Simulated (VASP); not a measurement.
# LiH (Fm-3m) in VASP: a series of runs

LiH is run at these levels: LDA; tasks: single point.

All numbers are computed with VASP 6.6.1; they aren't measurements. Logs are shortened: lines on timing, memory, paths and dates and some standing lists are left out, and cuts for length are marked.

### Step 1. The cell of the first run

The structure is cubic, space group Fm-3m (No. 225). Conventional cell: a = 4.074 Å, b = 4.074 Å, c = 4.074 Å, α = 90.00°, β = 90.00°, γ = 90.00°. Within 2.7 Å of Li (site symmetry m-3m) lie 6 H at 2.04 Å. H (site symmetry m-3m) has 6 Li at 2.04 Å within 2.7 Å.

### Step 2. Single point, LDA

INCAR

```
PREC = Accurate
ENCUT = 520
EDIFF = 1E-7
ISMEAR = -1
SIGMA = 0.05
LREAL = F
LASPH = T
NELM = 60
ALGO = Normal
ISIF = 2
LWAVE = F
LCHARG = F
GGA = CA
NBANDS = 9
```

KPOINTS

```
Automatic mesh
0
Gamma
  9 9 9
```

POSCAR

```
LiH
1.0
    0.0000000000      2.0367500000      2.0367500000
    2.0367500000      0.0000000000      2.0367500000
    2.0367500000      2.0367500000      0.0000000000
Li H
1 1
Direct
    0.0000000000      0.0000000000      0.0000000000
    0.5000000000      0.5000000000      0.5000000000
```

Potentials or basis: VASP PAW LDA potentials, release 64 (Li_sv, H).

Command:

```console
> cat potpaw_LDA.64/Li_sv/POTCAR potpaw_LDA.64/H/POTCAR > POTCAR
> mpirun -np 1 vasp_std > vasp.out
```

OUTCAR:

```text
PREC = Accurate
   ENCUT = 520
   EDIFF = 1E-7
   ISMEAR = -1
   LREAL = F
   LASPH = T
   NELM = 60
   ISIF = 2
   GGA = CA

 ion  position               nearest neighbor table
   1  0.000  0.000  0.000-
   2  0.500  0.500  0.500-

  LATTYP: Found a face centered cubic cell.
 ALAT       =     4.0735000000

  Lattice vectors:

 A1 = (   0.0000000000,   2.0367500000,   2.0367500000)
 A2 = (   2.0367500000,   0.0000000000,   2.0367500000)
 A3 = (   2.0367500000,   2.0367500000,   0.0000000000)

Analysis of symmetry for initial positions (statically):
=====================================================================
 Subroutine PRICEL returns:
 Original cell was already a primitive cell.

 Routine SETGRP: Setting up the symmetry group for a
 face centered cubic supercell.

 Subroutine GETGRP returns: Found 48 space group operations
 (whereof 48 operations were pure point group operations)
 out of a pool of 48 trial point group operations.

The static configuration has the point symmetry O_h .

Analysis of symmetry for dynamics (positions and initial velocities):
=====================================================================
 Subroutine PRICEL returns:
 Original cell was already a primitive cell.

 Routine SETGRP: Setting up the symmetry group for a
 face centered cubic supercell.

 Subroutine GETGRP returns: Found 48 space group operations
 (whereof 48 operations were pure point group operations)
 out of a pool of 48 trial point group operations.

The dynamic configuration has the point symmetry O_h .

 Subroutine INISYM returns: Found 48 space group operations
 (whereof 48 operations are pure point group operations),
 and found     1 'primitive' translations

----------------------------------------------------------------------------------------

                                     Primitive cell

  volume of cell :      16.8983

  direct lattice vectors                    reciprocal lattice vectors
     0.000000000  2.036750000  2.036750000    -0.245489137  0.245489137  0.245489137
     2.036750000  0.000000000  2.036750000     0.245489137 -0.245489137  0.245489137
     2.036750000  2.036750000  0.000000000     0.245489137  0.245489137 -0.245489137

  length of vectors
     2.880399473  2.880399473  2.880399473     0.425199658  0.425199658  0.425199658

  position of ions in fractional coordinates (direct lattice)
     0.000000000  0.000000000  0.000000000
     0.500000000  0.500000000  0.500000000

  ion indices of the primitive-cell ions
   primitive index   ion index
                 1           1
                 2           2

----------------------------------------------------------------------------------------

 KPOINTS: Automatic mesh

Automatic generation of k-mesh.
 Grid dimensions read from file:
 generate k-points for:    9    9    9

 Generating k-lattice:

  Cartesian coordinates                     Fractional coordinates (reciprocal lattice)
    -0.027276571  0.027276571  0.027276571     0.111111111  0.000000000  0.000000000
     0.027276571 -0.027276571  0.027276571     0.000000000  0.111111111  0.000000000
     0.027276571  0.027276571 -0.027276571     0.000000000  0.000000000  0.111111111

  Length of vectors
     0.047244406  0.047244406  0.047244406

  Shift w.r.t. Gamma in fractional coordinates (k-lattice)
     0.000000000  0.000000000  0.000000000

 Subroutine IBZKPT returns following result:
 ===========================================

 Found     35 irreducible k-points:

 Following reciprocal coordinates:
            Coordinates               Weight
  0.000000  0.000000  0.000000      1.000000
  0.111111  0.000000  0.000000      8.000000
  0.222222  0.000000  0.000000      8.000000
  0.333333  0.000000  0.000000      8.000000
  0.444444  0.000000  0.000000      8.000000
  0.111111  0.111111  0.000000      6.000000
[... 16 lines left out ...]
 -0.333333  0.333333  0.000000     12.000000
  0.444444  0.444444  0.000000      6.000000
 [... further k-points ...]
   k-points           NKPTS =     35   k-points in BZ     NKDIM =     35   number of bands    NBANDS=      9
   number of dos      NEDOS =    301   number of ions     NIONS =      2
   total plane-waves  NPLWV =  13824
   dimension x,y,z NGX =    24 NGY =   24 NGZ =   24
   dimension x,y,z NGXF=    48 NGYF=   48 NGZF=   48
   ions per type =               1   1
   NGX,Y,Z   is equivalent  to a cutoff of  13.85, 13.85, 13.85 a.u.
   NGXF,Y,Z  is equivalent  to a cutoff of  27.70, 27.70, 27.70 a.u.
 SYSTEM =  unknown system
   PREC   = accura    normal or accurate (medium, high low for compatibility)
   ISTART =      0    job   : 0-new  1-cont  2-samecut
   ICHARG =      2    charge: 1-file 2-atom 10-const
   ISPIN  =      1    spin polarized calculation?
   LNONCOLLINEAR =      F non collinear calculations
   LSORBIT =      F    spin-orbit coupling
   LASPH  =      T    aspherical Exc in radial PAW
   ENCUT  =  520.0 eV  38.22 Ry    6.18 a.u.   5.36  5.36  5.36*2*pi/ulx,y,z
   NELM   =     60;   NELMIN=  2; NELMDL= -5     # of ELM steps
   EDIFF  = 0.1E-06   stopping-criterion for ELM
   LREAL  =      F    real-space projection
   EDIFFG = 0.1E-05   stopping-criterion for IOM
   NSW    =      0    number of steps for IOM
   IBRION =     -1    ionic relax: 0-MD 1-quasi-New 2-CG
   NFREE  =      0    steps in history (QN), initial steepest desc. (CG)
   ISIF   =      2    stress and relaxation
   ISYM   =      2    0-nonsym 1-usesym 2-fastsym
   POTIM  = 0.5000    time-step for ionic-motion
   TEBEG  =    0.0;   TEEND  =   0.0 temperature during run
   PSTRESS=    0.0 pullay stress
   NELECT =       4.0000    total number of electrons
   NUPDOWN=      -1.0000    fix difference up-down
   EMIN   =  10.00;   EMAX   =-10.00  energy-range for DOS
   EFERMI =   0.00;   METHOD = LEGACY
   ISMEAR =    -1;   SIGMA  =   0.05  broadening in eV -4-tet -1-fermi 0-gaus
   EFERMI_NEDOS =   21; number of points for ismear=-14 and -15
   IALGO  =     38    algorithm
   IMIX   =      4    mixing-type and parameters
     AMIX     =   0.40;   BMIX     =  1.00
     AMIX_MAG =   1.60;   BMIX_MAG =  1.00
  volume/ion in A,a.u.               =       8.45        57.02
  Fermi-wavevector in a.u.,A,eV,Ry     =   1.012699  1.913724 13.953585  1.025560
  Thomas-Fermi vector in A             =   2.145824
   LORBIT       =      0    0 simple, 1 ext, 2 COOP (PROOUT), +10 PAW based schemes
   GGA     = CA    functional components
   LHFCALC =     F    Hartree Fock is set to
   AEXX    =    0.0000 exact exchange contribution
   IVDW    =     0    specifies the selected vdW correction
   LEPSILON=     F    determine dielectric tensor
   LRPA    =     F    only Hartree local field effects (RPA)
 non-spin polarized calculation
  energy-cutoff  :      520.00
  volume of cell :       16.90
 maximum number of plane-waves:       469
 NGX is ok and might be reduce to    24
   NGX = 11   NGY = 11   NGZ = 11

 number of electron       3.9999999 magnetization

 Free energy of the ion-electron system (eV)
  ---------------------------------------------------
  ext. energy  EPLUGINS =         0.00000000
  ---------------------------------------------------
  free energy    TOTEN  =        -6.46938582 eV

  energy without entropy =       -6.46938582  energy(sigma->0) =       -6.46938582

 E-fermi :   1.1322     XC(G=0):  -8.6491

 val. band max:       -0.0920440455   @ k =  -0.4444   0.4444   0.0000
 cond. band min:       2.8455025112   @ k =  -0.4444   0.4444   0.0000
 fundamental gap:      2.9375465567
 Fermi energy:         1.1321684610

 k-point     1 :       0.0000    0.0000    0.0000
  band No.  band energies     occupation
      1     -43.5299      2.00000
      2      -5.3979      2.00000
      3      15.4834      0.00000
      4      16.9074      0.00000
      5      16.9074      0.00000
      6      16.9074      0.00000
      7      21.6484      0.00000
      8      21.6484      0.00000
      9      21.6484      0.00000

 k-point     2 :       0.1111    0.0000    0.0000
  band No.  band energies     occupation
      1     -43.5249      2.00000
      2      -5.1860      2.00000
      3      13.6413      0.00000
      4      15.9784      0.00000
      5      16.4778      0.00000
      6      16.4778      0.00000
      7      21.1267      0.00000
      8      22.5786      0.00000
      9      22.5786      0.00000

 k-point     3 :       0.2222    0.0000    0.0000
  band No.  band energies     occupation
      1     -43.5119      2.00000
      2      -4.5691      2.00000
      3      10.0529      0.00000
      4      14.7209      0.00000
      5      15.8393      0.00000
      6      15.8393      0.00000
      7      21.7844      0.00000
      8      21.7844      0.00000
      9      22.1538      0.00000

 k-point     4 :       0.3333    0.0000    0.0000
  band No.  band energies     occupation
      1     -43.4972      2.00000
      2      -3.6478      2.00000
      3       6.8445      0.00000
      4      13.7093      0.00000
      5      15.5178      0.00000
      6      15.5178      0.00000
      7      19.7219      0.00000
      8      19.7219      0.00000
      9      23.9153      0.00000
[... 205 lines left out ...]
 k-point    22 :      -0.4444    0.3333    0.0000
  band No.  band energies     occupation
      1     -43.4747      2.00000
      2      -0.7816      2.00000
      3       3.9579      0.00000
      4       7.5215      0.00000
      5      11.1165      0.00000
      6      15.4169      0.00000
      7      19.3937      0.00000
      8      27.5337      0.00000
      9      30.0576      0.00000

 k-point    23 :      -0.3333    0.3333    0.0000
  band No.  band energies     occupation
      1     -43.4760      2.00000
      2      -1.1230      2.00000
      3       4.5958      0.00000
      4       6.8216      0.00000
      5      12.0806      0.00000
      6      15.1442      0.00000
      7      23.0216      0.00000
      8      25.4532      0.00000
      9      27.8343      0.00000

 k-point    24 :       0.4444    0.4444    0.0000
  band No.  band energies     occupation
      1     -43.4745      2.00000
      2      -0.6513      2.00000
      3       3.4467      0.00000
      4      10.2540      0.00000
      5      10.2540      0.00000
      6      13.4620      0.00000
      7      16.2981      0.00000
      8      32.8940      0.00000
      9      32.8952      0.00000

 [... further k-points ...]

------------------------ aborting loop because EDIFF is reached ----------------------------------------

  FORCE on cell =-STRESS in cart. coord.  units (eV):
  Direction    XX          YY          ZZ          XY          YZ          ZX
  --------------------------------------------------------------------------------------
  -------------------------------------------------------------------------------------
  Total       -0.4495971     -0.4495971     -0.4495971      0.0000000     -0.0000000      0.0000000
  in kB      -42.6276052    -42.6276052    -42.6276052      0.0000000     -0.0000000      0.0000000
  external PRESSURE =     -42.6276052 kB  Pullay stress =       0.0000000 kB

 VOLUME and BASIS-vectors are now :
 -----------------------------------------------------------------------------
  energy-cutoff  :      520.00
  volume of cell :       16.90
      direct lattice vectors                 reciprocal lattice vectors
     0.000000000  2.036750000  2.036750000    -0.245489137  0.245489137  0.245489137
     2.036750000  0.000000000  2.036750000     0.245489137 -0.245489137  0.245489137
     2.036750000  2.036750000  0.000000000     0.245489137  0.245489137 -0.245489137

 POSITION                                       TOTAL-FORCE (eV/Angst)
 -----------------------------------------------------------------------------------
      0.00000      0.00000      0.00000        -0.000000      0.000000     -0.000000
      2.03675      2.03675      2.03675         0.000000     -0.000000      0.000000
 -----------------------------------------------------------------------------------
    total drift:                                0.000000     -0.000000     -0.000000

  FREE ENERGIE OF THE ION-ELECTRON SYSTEM (eV)
  ---------------------------------------------------
  free  energy   TOTEN  =        -6.4693858203 eV

  energy  without entropy=       -6.4693858203  energy(sigma->0) =       -6.46938582
```

It took 4.3 s on 1 thread of Intel Xeon 6975P-C, shared host; peak memory 0.12 GiB.

Results:

| Quantity | Value |
| --- | --- |
| Free energy | -6.4694 eV |
| Band gap on the k mesh | 2.94 eV, direct |

Caveat: the cutoff is under 1.25 times the usual one of these potentials, so pressure, stress and relaxed cells hold a basis-set (Pulay) error. LDA gaps usually lie below the measured ones, often by a third to a half.

### Step 3. Single point, LDA

This run uses another cell than the first one, of 8.62 Å³/atom, 1.020 times its volume.

INCAR

```
PREC = Accurate ; ENCUT = 520
EDIFF = 1E-7 ; ISMEAR = -1
SIGMA = 0.05 ; LREAL = False
LASPH = True ; NELM = 60
ALGO = Normal ; ISIF = 2
LWAVE = False ; LCHARG = False
NBANDS = 9
```

KPOINTS is that of step 2.

POSCAR

```
LiH
1.0
    0.0000000000      2.0502388037      2.0502388037
    2.0502388037      0.0000000000      2.0502388037
    2.0502388037      2.0502388037      0.0000000000
Li H
1 1
Direct
    0.0000000000      0.0000000000      0.0000000000
    0.5000000000      0.5000000000      0.5000000000
```

Potentials or basis: VASP PAW LDA potentials, release 64 (Li_sv, H).

Command:

```console
> cat potpaw_LDA.64/Li_sv/POTCAR potpaw_LDA.64/H/POTCAR > POTCAR
> mpirun -np 1 vasp_std > vasp.out
```

Wall time 4.4 s (1 thread of Intel Xeon 6975P-C, shared host); peak memory 0.12 GiB.

It converged, with:

- Free energy: -6.4603 eV
- Band gap on the k mesh: 2.95 eV, direct

Levels at points of the mesh, in eV from the valence-band top:
| k point | band 1 | band 2 | band 3 | band 4 | band 5 |
| --- | --- | --- | --- | --- | --- |
| (0.00, 0.00, 0.00) | -43.46 | -5.23 | 15.33 | 16.81 | 16.81 |

Caveat: the cutoff is under 1.25 times the usual one of these potentials, so pressure, stress and relaxed cells hold a basis-set (Pulay) error. A k mesh can miss the band edges.
